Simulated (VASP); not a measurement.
The system is Co.

```xyz
2
Lattice="2.5074 0.0000 0.0000 -1.2537 2.1715 0.0000 0.0000 0.0000 4.0699" Properties=species:S:1:pos:R:3 pbc="T T T"
Co    0.0000    1.4476    1.0175
Co    1.2537    0.7238    3.0524
```

Base run:

* Program: VASP 6.6.1
* Functional: PBE
* Potentials or basis: VASP PAW PBE potentials, release 64 (Co)
* Cutoff: 520 eV
* k mesh: 12 × 12 × 7
* Occupations: fermi-dirac, width 0.1 eV
* Spin: no spin polarisation

Its results: pressure -14.6 GPa.

Question: The run is repeated on the same cell with these changes: spin from no spin polarisation to collinear spin, ferromagnetic start; further incar settings from ALGO = Normal; EDIFF = 1e-06; NBANDS = 16 to ALGO = Normal; EDIFF = 1e-06; NBANDS = 20. What comes out?

Answer: Pressure -4.4 GPa; net moment 3.26 μB per cell; site moments Co +1.65 μB.
